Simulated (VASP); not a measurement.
# InSb (F-43m) in VASP: further runs, part 3 of 3

VASP 6.6.1.

## (6) Single point, PBEsol

This run uses another cell than the first one, of 34.66 Å³/atom.

Contents of INCAR:

```
  PREC = Accurate
  ENCUT = 520
  EDIFF = 1E-7
  ISMEAR = 0
  SIGMA = 0.1
  LREAL = F
  LASPH = T
  NELM = 60
  ALGO = Normal
  ISIF = 2
  LWAVE = F
  LCHARG = T
  GGA = PS
  LELF = T
  LVHAR = T
  NBANDS = 16
```

Contents of KPOINTS:

```
Automatic mesh
0
Gamma
  8 8 8
```

Contents of POSCAR:

```
InSb
1.0
    0.0000000000      3.2604904160      3.2604904160
    3.2604904160      0.0000000000      3.2604904160
    3.2604904160      3.2604904160      0.0000000000
In Sb
1 1
Direct
    1.0000000000      0.0000000000      0.0000000000
    0.2500000000      0.2500000000      0.2500000000
```

Potentials or basis: VASP PAW PBE potentials, release 64 (In_d, Sb).

Command:

```console
cat potpaw_PBE.64/In_d/POTCAR potpaw_PBE.64/Sb/POTCAR > POTCAR
mpirun -np 1 vasp_std > vasp.out
```

OUTCAR:

```text
PREC = Accurate
   ENCUT = 520
   EDIFF = 1E-7
   ISMEAR = 0
   LREAL = F
   LASPH = T
   NELM = 60
   ISIF = 2
   GGA = PS

 ion  position               nearest neighbor table
   1  0.000  0.000  0.000-   2 2.82   2 2.82   2 2.82   2 2.82
   2  0.250  0.250  0.250-   1 2.82   1 2.82   1 2.82   1 2.82

  LATTYP: Found a face centered cubic cell.
 ALAT       =     6.5209808320

  Lattice vectors:

 A1 = (   0.0000000000,   3.2604904160,   3.2604904160)
 A2 = (   3.2604904160,   0.0000000000,   3.2604904160)
 A3 = (   3.2604904160,   3.2604904160,   0.0000000000)

Analysis of symmetry for initial positions (statically):
=====================================================================
 Subroutine PRICEL returns:
 Original cell was already a primitive cell.

 Routine SETGRP: Setting up the symmetry group for a
 face centered cubic supercell.

 Subroutine GETGRP returns: Found 24 space group operations
 (whereof 24 operations were pure point group operations)
 out of a pool of 48 trial point group operations.

The static configuration has the point symmetry T_d .

Analysis of symmetry for dynamics (positions and initial velocities):
=====================================================================
 Subroutine PRICEL returns:
 Original cell was already a primitive cell.

 Routine SETGRP: Setting up the symmetry group for a
 face centered cubic supercell.

 Subroutine GETGRP returns: Found 24 space group operations
 (whereof 24 operations were pure point group operations)
 out of a pool of 48 trial point group operations.

The dynamic configuration has the point symmetry T_d .

 Subroutine INISYM returns: Found 24 space group operations
 (whereof 24 operations are pure point group operations),
 and found     1 'primitive' translations

----------------------------------------------------------------------------------------

                                     Primitive cell

  volume of cell :      69.3232

  direct lattice vectors                    reciprocal lattice vectors
     0.000000000  3.260490416  3.260490416    -0.153351164  0.153351164  0.153351164
     3.260490416  0.000000000  3.260490416     0.153351164 -0.153351164  0.153351164
     3.260490416  3.260490416  0.000000000     0.153351164  0.153351164 -0.153351164

  length of vectors
     4.611029766  4.611029766  4.611029766     0.265612007  0.265612007  0.265612007

  position of ions in fractional coordinates (direct lattice)
     0.000000000  0.000000000  0.000000000
     0.250000000  0.250000000  0.250000000

  ion indices of the primitive-cell ions
   primitive index   ion index
                 1           1
                 2           2

----------------------------------------------------------------------------------------

 KPOINTS: Automatic mesh

Automatic generation of k-mesh.
 Grid dimensions read from file:
 generate k-points for:    8    8    8

 Generating k-lattice:

  Cartesian coordinates                     Fractional coordinates (reciprocal lattice)
    -0.019168895  0.019168895  0.019168895     0.125000000  0.000000000  0.000000000
     0.019168895 -0.019168895  0.019168895     0.000000000  0.125000000  0.000000000
     0.019168895  0.019168895 -0.019168895     0.000000000  0.000000000  0.125000000

  Length of vectors
     0.033201501  0.033201501  0.033201501

  Shift w.r.t. Gamma in fractional coordinates (k-lattice)
     0.000000000  0.000000000  0.000000000

 Subroutine IBZKPT returns following result:
 ===========================================

 Found     29 irreducible k-points:

 Following reciprocal coordinates:
            Coordinates               Weight
  0.000000  0.000000  0.000000      1.000000
  0.125000  0.000000  0.000000      8.000000
  0.250000  0.000000  0.000000      8.000000
  0.375000  0.000000  0.000000      8.000000
  0.500000  0.000000  0.000000      4.000000
  0.125000  0.125000  0.000000      6.000000
[... 16 lines left out ...]
  0.500000  0.250000  0.125000     48.000000
 -0.375000  0.250000  0.125000     24.000000
 [... further k-points ...]
   k-points           NKPTS =     29   k-points in BZ     NKDIM =     29   number of bands    NBANDS=     16
   number of dos      NEDOS =    301   number of ions     NIONS =      2
   total plane-waves  NPLWV =  46656
   dimension x,y,z NGX =    36 NGY =   36 NGZ =   36
   dimension x,y,z NGXF=    72 NGYF=   72 NGZF=   72
   ions per type =               1   1
   NGX,Y,Z   is equivalent  to a cutoff of  12.98, 12.98, 12.98 a.u.
   NGXF,Y,Z  is equivalent  to a cutoff of  25.96, 25.96, 25.96 a.u.
 SYSTEM =  unknown system
   PREC   = accura    normal or accurate (medium, high low for compatibility)
   ISTART =      0    job   : 0-new  1-cont  2-samecut
   ICHARG =      2    charge: 1-file 2-atom 10-const
   ISPIN  =      1    spin polarized calculation?
   LNONCOLLINEAR =      F non collinear calculations
   LSORBIT =      F    spin-orbit coupling
   LASPH  =      T    aspherical Exc in radial PAW
   ENCUT  =  520.0 eV  38.22 Ry    6.18 a.u.   8.57  8.57  8.57*2*pi/ulx,y,z
   NELM   =     60;   NELMIN=  2; NELMDL= -5     # of ELM steps
   EDIFF  = 0.1E-06   stopping-criterion for ELM
   LREAL  =      F    real-space projection
   EDIFFG = 0.1E-05   stopping-criterion for IOM
   NSW    =      0    number of steps for IOM
   IBRION =     -1    ionic relax: 0-MD 1-quasi-New 2-CG
   NFREE  =      0    steps in history (QN), initial steepest desc. (CG)
   ISIF   =      2    stress and relaxation
   ISYM   =      2    0-nonsym 1-usesym 2-fastsym
   POTIM  = 0.5000    time-step for ionic-motion
   TEBEG  =    0.0;   TEEND  =   0.0 temperature during run
   PSTRESS=    0.0 pullay stress
   NELECT =      18.0000    total number of electrons
   NUPDOWN=      -1.0000    fix difference up-down
   EMIN   =  10.00;   EMAX   =-10.00  energy-range for DOS
   EFERMI =   0.00;   METHOD = LEGACY
   ISMEAR =     0;   SIGMA  =   0.10  broadening in eV -4-tet -1-fermi 0-gaus
   EFERMI_NEDOS =   21; number of points for ismear=-14 and -15
   IALGO  =     38    algorithm
   IMIX   =      4    mixing-type and parameters
     AMIX     =   0.40;   BMIX     =  1.00
     AMIX_MAG =   1.60;   BMIX_MAG =  1.00
  volume/ion in A,a.u.               =      34.66       233.91
  Fermi-wavevector in a.u.,A,eV,Ry     =   1.044414  1.973657 14.841247  1.090801
  Thomas-Fermi vector in A             =   2.179166
   LORBIT       =      0    0 simple, 1 ext, 2 COOP (PROOUT), +10 PAW based schemes
   GGA     = PS    functional components
   LHFCALC =     F    Hartree Fock is set to
   AEXX    =    0.0000 exact exchange contribution
   IVDW    =     0    specifies the selected vdW correction
   LEPSILON=     F    determine dielectric tensor
   LRPA    =     F    only Hartree local field effects (RPA)
 non-spin polarized calculation
 Gauss-broadening in eV      SIGMA  =   0.10
  energy-cutoff  :      520.00
  volume of cell :       69.32
 maximum number of plane-waves:      1893
 NGX is ok and might be reduce to    36
   NGX = 17   NGY = 17   NGZ = 17

 number of electron      17.9999994 magnetization

 Free energy of the ion-electron system (eV)
  ---------------------------------------------------
  ext. energy  EPLUGINS =         0.00000000
  ---------------------------------------------------
  free energy    TOTEN  =        -7.69598821 eV

  energy without entropy =       -7.69568010  energy(sigma->0) =       -7.69583415

 E-fermi :   4.7924     XC(G=0):  -8.7857

 val. band max:        4.7614706811   @ k =   0.0000   0.0000   0.0000
 cond. band min:       5.1990448805   @ k =   0.5000   0.0000   0.0000
 fundamental gap:      0.4375741993
 Fermi energy:         4.7924325558

 k-point     1 :       0.0000    0.0000    0.0000
  band No.  band energies     occupation
      1      -9.7403      2.00000
      2      -9.7403      2.00000
      3      -9.7403      2.00000
      4      -9.6591      2.00000
      5      -9.6591      2.00000
      6      -5.8658      2.00000
[... 8 lines left out ...]
     15      13.0058      0.00000
     16      13.0058      0.00000
[... 419 lines left out ...]
 k-point    24 :      -0.3750    0.2500    0.1250
  band No.  band energies     occupation
      1      -9.7947      2.00000
      2      -9.7176      2.00000
      3      -9.7119      2.00000
      4      -9.6630      2.00000
      5      -9.6574      2.00000
      6      -4.2698      2.00000
[... 8 lines left out ...]
     15      13.6381      0.00000
     16      14.0953      0.00000

 [... further k-points ...]

------------------------ aborting loop because EDIFF is reached ----------------------------------------

  FORCE on cell =-STRESS in cart. coord.  units (eV):
  Direction    XX          YY          ZZ          XY          YZ          ZX
  --------------------------------------------------------------------------------------
  -------------------------------------------------------------------------------------
  Total       -0.0050683     -0.0050683     -0.0050683     -0.0000000      0.0000000     -0.0000000
  in kB       -0.1171366     -0.1171366     -0.1171366     -0.0000000      0.0000000     -0.0000000
  external PRESSURE =      -0.1171366 kB  Pullay stress =       0.0000000 kB

 VOLUME and BASIS-vectors are now :
 -----------------------------------------------------------------------------
  energy-cutoff  :      520.00
  volume of cell :       69.32
      direct lattice vectors                 reciprocal lattice vectors
     0.000000000  3.260490416  3.260490416    -0.153351164  0.153351164  0.153351164
     3.260490416  0.000000000  3.260490416     0.153351164 -0.153351164  0.153351164
     3.260490416  3.260490416  0.000000000     0.153351164  0.153351164 -0.153351164

 POSITION                                       TOTAL-FORCE (eV/Angst)
 -----------------------------------------------------------------------------------
      0.00000      0.00000      0.00000        -0.000000     -0.000000     -0.000000
      1.63025      1.63025      1.63025         0.000000      0.000000      0.000000
 -----------------------------------------------------------------------------------
    total drift:                               -0.000000     -0.000000     -0.000000

  FREE ENERGIE OF THE ION-ELECTRON SYSTEM (eV)
  ---------------------------------------------------
  free  energy   TOTEN  =        -7.6959882058 eV

  energy  without entropy=       -7.6956800999  energy(sigma->0) =       -7.69583415
```

OSZICAR:

```text
N       E                     dE             d eps       ncg     rms          rms(c)
DAV:   1     0.113104296531E+03    0.11310E+03   -0.78070E+03   928   0.113E+03
DAV:   2    -0.584796967045E+00   -0.11369E+03   -0.10991E+03  1104   0.284E+02
DAV:   3    -0.762151106916E+01   -0.70367E+01   -0.70187E+01  1160   0.722E+01
DAV:   4    -0.782575516304E+01   -0.20424E+00   -0.20418E+00  1216   0.144E+01
DAV:   5    -0.783780441323E+01   -0.12049E-01   -0.12049E-01  1368   0.277E+00    0.393E+00
DAV:   6    -0.771869940743E+01    0.11911E+00   -0.17410E-01  1392   0.678E+00    0.223E+00
DAV:   7    -0.769633343934E+01    0.22366E-01   -0.65773E-02  1296   0.262E+00    0.596E-01
DAV:   8    -0.769556572885E+01    0.76771E-03   -0.74763E-03  1240   0.994E-01    0.251E-01
DAV:   9    -0.769599841344E+01   -0.43268E-03   -0.88529E-04  1072   0.260E-01    0.845E-02
DAV:  10    -0.769596847772E+01    0.29936E-04   -0.49090E-05  1248   0.502E-02    0.347E-02
DAV:  11    -0.769598765252E+01   -0.19175E-04   -0.35236E-05  1048   0.508E-02    0.225E-02
DAV:  12    -0.769598823978E+01   -0.58727E-06   -0.12767E-06  1168   0.824E-03    0.633E-03
DAV:  13    -0.769598820577E+01    0.34009E-07   -0.65929E-07  1144   0.664E-03
   1 F= -.76959882E+01 E0= -.76958342E+01  d E =-.308106E-03
```

stdout:

```text
POSCAR found type information on POSCAR InSb
 POSCAR found :  2 types and       2 ions
 scaLAPACK will be used
 -----------------------------------------------------------------------------
|                                                                             |
|                                                                             |
|     You enforced a specific xc type in the INCAR file but a different       |
|     I HOPE YOU KNOW WHAT YOU ARE DOING!                                     |
|                                                                             |
 -----------------------------------------------------------------------------

 LDA part: xc-table for (Slater+PW92), standard interpolation
 POSCAR, INCAR and KPOINTS ok, starting setup
 FFT: planning ... GRIDC
 FFT: planning ... GRID_SOFT
 FFT: planning ... GRID
 WAVECAR not read
 entering main loop
```

Wall time 18 s (1 thread of Intel Xeon 6975P-C (Granite Rapids), shared host); peak memory 0.21 GiB.

What came out:

```yaml
Free_energy: -7.6960 eV
Pressure: 0.0 GPa
Band_gap_on_the_k_mesh: zero (filled and empty bands touch)
```

Levels at points of the mesh, in eV from the Fermi level:
```csv
k point,band 6,band 7,band 8,band 9,band 10,band 11,band 12,band 13
"(0.00, 0.00, 0.00)",-10.66,-0.40,-0.03,-0.03,-0.03,2.90,2.90,2.90
"(0.50, 0.00, 0.00)",-9.33,-5.60,-1.01,-1.01,0.41,3.74,3.74,5.94
"(0.50, 0.50, 0.00)",-8.74,-5.90,-2.25,-2.25,1.24,1.26,7.98,7.98
```

Caveat: semilocal functionals underestimate gaps, so a narrow gap can read as zero; the PAW data sets were made with another functional, which shifts forces and pressure a little; spin-orbit coupling is left out, which moves the levels of the heavy elements.

## (7) The runs side by side

```tsv
level	potentials or basis	cell	gap on the mesh (eV)	pressure (GPa)
PBEsol	VASP PAW PBE potentials, release 64 (In_d, Sb)	a = 4.581 Å, angles 60.0°, 2 atoms	none	0.9
LDA	VASP PAW LDA potentials, release 64 (In_d, Sb)	a = 4.562 Å, angles 60.0°, 2 atoms	none	0.1
PBEsol	VASP PAW PBE potentials, release 64 (In_d, Sb)	a = 4.611 Å, angles 60.0°, 2 atoms	none	0.0
```

Alike in all rows: task single point; no spin polarisation; k mesh 8 × 8 × 8; cutoff (eV) 520; smearing gaussian 0.1 eV.

Caveats: semilocal functionals underestimate gaps, so a narrow gap can read as zero; spin-orbit coupling is left out, which moves the levels of the heavy elements; the PAW data sets were made with another functional, which shifts forces and pressure a little (at least some runs).

Absolute energies hang on the potentials; compare differences alone.

## (8) Comparison with measurements

Step 2. A measured gap of InSb is 0.24 eV (quoted in “Electronic Structure and Epitaxy of CdTe Shells on InSb Nanowires”, 2021, arxiv:2111.05126); the calculated 0.00 eV misses it by -0.24 eV. Spin-orbit coupling on In, Sb is left out. The value is that of PBEsol on a finite k mesh, which can miss the band edges, without temperature or zero-point motion. Semilocal functionals fall short of measured gaps as a rule.

Step 3. Against the measured gap of InSb, 0.24 eV (quoted in “Electronic Structure and Epitaxy of CdTe Shells on InSb Nanowires”, 2021, arxiv:2111.05126), the calculated 0.00 eV is off by -0.24 eV. Spin-orbit coupling on In, Sb is left out. The value is that of LDA on a finite k mesh, which can miss the band edges, without temperature or zero-point motion. Semilocal functionals fall short of measured gaps as a rule.

Step 4. A measured gap of InSb is 0.24 eV (quoted in “Electronic Structure and Epitaxy of CdTe Shells on InSb Nanowires”, 2021, arxiv:2111.05126); the calculated 0.00 eV misses it by -0.24 eV. Spin-orbit coupling on In, Sb is left out. The value is that of LDA on a finite k mesh, which can miss the band edges, without temperature or zero-point motion. Semilocal functionals fall short of measured gaps as a rule.

Step 5. Measured gap of InSb: 0.24 eV (quoted in “Electronic Structure and Epitaxy of CdTe Shells on InSb Nanowires”, 2021, arxiv:2111.05126). This calculation gives 0.00 eV (-0.24 eV). Spin-orbit coupling on In, Sb is left out. The value is that of PBEsol on a finite k mesh, which can miss the band edges, without temperature or zero-point motion. Semilocal functionals fall short of measured gaps as a rule.

Step 6. A measured gap of InSb is 0.24 eV (quoted in “Electronic Structure and Epitaxy of CdTe Shells on InSb Nanowires”, 2021, arxiv:2111.05126); the calculated 0.00 eV misses it by -0.24 eV. Spin-orbit coupling on In, Sb is left out. The value is that of PBEsol on a finite k mesh, which can miss the band edges, without temperature or zero-point motion. Semilocal functionals fall short of measured gaps as a rule.
